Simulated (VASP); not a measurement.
Crystal: CaB2H2.

```
Ca B H
1.0
     3.47672    0.00000    0.00000
    -1.73836    3.01093    0.00000
     0.00000    0.00000    3.97929
Ca B H
1 2 2
Direct
  0.00000 0.00000 0.00000
  0.33333 0.66667 0.46284
  0.66667 0.33333 0.53716
  0.33333 0.66667 0.15117
  0.66667 0.33333 0.84883
```

Program: VASP 6.6.1. Alike in all runs: task single point; potentials or basis VASP PAW PBE potentials, release 64 (Ca_sv, B, H); no spin polarisation; cell as given; cutoff (eV) 520.

Problem. Order these runs on this cell by their band gap on the k mesh, lowest first.
A. level PBEsol; k mesh 8 × 8 × 6; smearing fermi-dirac 0.05 eV
B. level PBE+D4; k mesh 9 × 9 × 7; smearing gaussian 0.1 eV
C. level r2SCAN+D4; k mesh 9 × 9 × 7; smearing gaussian 0.05 eV

Solution. A (metal), B (0.18 eV), C (0.35 eV).

A k mesh can miss the band edges, odd and even meshes differently.
